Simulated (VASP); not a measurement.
Wanted: the native input for a VASP 6.6.1 run.

```yaml
Task: single point
Functional: PBE
Potentials_or_basis: VASP PAW PBE potentials, release 64 (Hg, S)
Cutoff: 500 eV
k_mesh: 12 × 12 × 12
Occupations: gaussian, width 0.1 eV
Spin: no spin polarisation
Dipole_correction: no
Further_INCAR_settings: ALGO = Normal; EDIFF = 1e-06; NBANDS = 16
```

The structure of HgS lies in POSCAR:

```
HgS
1.0
    0.0000000000      2.9957456632      2.9957456632
    2.9957456632      0.0000000000      2.9957456632
    2.9957456632      2.9957456632      0.0000000000
Hg S
1 1
Direct
    0.0000000000      0.0000000000      0.0000000000
    0.7500000000      0.7500000000      0.7500000000
```

The input as run:

INCAR

```
PREC = Accurate ; ENCUT = 500
EDIFF = 1E-6 ; ISMEAR = 0
SIGMA = 0.1 ; LREAL = F
LASPH = T ; NELM = 120
ALGO = Normal ; ISIF = 2
LWAVE = F ; LCHARG = F
GGA = PE ; NBANDS = 16
GGA_COMPAT = F
```

KPOINTS

```
Automatic mesh
0
Gamma
  12 12 12
```

Potentials or basis: VASP PAW PBE potentials, release 64 (Hg, S).

Command:

```console
$ cat potpaw_PBE.64/Hg/POTCAR potpaw_PBE.64/S/POTCAR > POTCAR
$ mpirun -np 1 vasp_std > vasp.out
```

Results of the run:

* Pressure: 0.2 GPa
* Band gap on the k mesh: zero (filled and empty bands touch)

Caveat: spin-orbit coupling is left out, which moves the levels of the heavy elements.

Wall time 72 s on 1 thread of AMD EPYC 7R43 64-Core Processor (Zen 3), with other jobs on the host, peak memory 0.18 GiB.
